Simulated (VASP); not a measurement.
Write the native input for VASP 6.6.1 that does the following.

* Task: single point
* Functional: PBE
* Potentials or basis: VASP PAW PBE potentials, release 64 (Ti_sv, O, H)
* Cutoff: 520 eV
* k mesh: 2 × 2 × 2
* Occupations: fermi-dirac, width 0.02 eV
* Spin: collinear spin, ferromagnetic start
* Starting moments: [0.1, 0.08, 0.1, 0.08, 0.05, 0.12, 0.07, 0.12, 0.0, 0.0, 0.0, 0.0, 0.0, 0.0, 0.0, 0.0, 0.0, 0.0, 0.0, 0.0, 0.0, 0.0, 0.0, 0.0, 0.0] μB
* Dipole correction: no
* Further INCAR settings: LREAL = Auto; ALGO = Normal; EDIFF = 1e-06; NBANDS = 118

The structure of Ti8HO16 (a cell with a defect) lies in POSCAR:

```
Ti8HO16
1.0
   -4.5922000000     -4.5922000000      0.0000000000
    4.5922000000     -4.5922000000      0.0000000000
    0.0000000000      0.0000000000      5.9148000000
Ti O H
8 16 1
Direct
    0.4592461130      0.5049322765     -0.0029755867
   -0.0219720395      0.5022647097      0.2130925813
    0.5062823919      0.4775379992      0.5462906607
    0.0193044728      0.4984865642      0.7089166159
    0.0255324245      0.0129894168      0.0230438899
    0.4684464962     -0.0028744393      0.2463819571
    0.0088955185     -0.0079373721      0.5197977954
    0.5017203083     -0.0226035451      0.7278352607
    0.1864248073      0.4811201603      0.0113275174
    0.0597861591      0.2140477331      0.2711334280
    0.7813466312      0.4650712077      0.0145059850
   -0.0280693350      0.8071512565      0.2415128153
    0.1999586255      0.5557793650      0.5025867316
    0.0554418362      0.2176298942      0.7753939271
    0.7953159706      0.4789752188      0.5156049232
    0.0289186011      0.8037106398      0.8121153716
    0.7319258743      0.0872239885      0.0141171299
    0.4790405470      0.6928596315      0.2659261513
    0.3270219067     -0.0328056269     -0.0126800568
    0.5002722007      0.3111253865      0.2485967404
    0.6772026480      0.0447606812      0.5339825522
    0.5696616001      0.7077217891      0.7726212213
    0.2948042333      0.0114542050      0.5093832420
    0.4400614085      0.3024149645      0.7726381281
    0.7604742825      0.2368908149      0.0141002232
```

These files were run (other wordings do the same):

INCAR

```
PREC = Accurate
ENCUT = 520
EDIFF = 1E-6
ISMEAR = -1
SIGMA = 0.02
LREAL = Auto
LASPH = True
NELM = 150
ALGO = Normal
ISIF = 2
LWAVE = False
LCHARG = False
ISPIN = 2
MAGMOM = 0.1 0.08 0.1 0.08 0.05 0.12 0.07 0.12 0 0 0 0 0 0 0 0 0 0 0 0 0 0 0 0 0
LORBIT = 11
LMAXMIX = 4
GGA = PE
NBANDS = 118
```

KPOINTS

```
Automatic mesh
0
Gamma
  2 2 2
```

Potentials or basis: VASP PAW PBE potentials, release 64 (Ti_sv, O, H).

The run is started by

```sh
$ cat potpaw_PBE.64/Ti_sv/POTCAR potpaw_PBE.64/O/POTCAR potpaw_PBE.64/H/POTCAR > POTCAR
$ mpirun -np 1 vasp_std > vasp.out
```

It gave:

The pressure is 12.9 GPa, the largest force is 5.176 eV/Å and the band gap on the k mesh is zero (filled and empty bands overlap). The net moment is -1.00 μB per cell. The site moments are Ti -0.10, -0.04, -0.13, -0.09, -0.39, -0.05; O +0.01, +0.00; H -0.00 μB and the valence electrons inside the program's atomic spheres are Ti 10.40, 10.41, 10.27, 10.46, 10.38, 10.24, 10.11, 10.61; O 5.15, 5.04, 5.08, 5.06, 5.07, 5.05, 5.16, 5.02, 5.14, 5.03, 5.09, 5.12, 5.10; H 0.74.

Caveat: the k points lie up to 0.53 Å⁻¹ apart; semilocal functionals often make such compounds metallic where correlation or magnetic order opens a gap, which also shifts bond lengths.

It took 12 min on 1 thread of AMD EPYC 9R45 96-Core Processor (Zen 5) (shared host), peak memory 0.56 GiB.
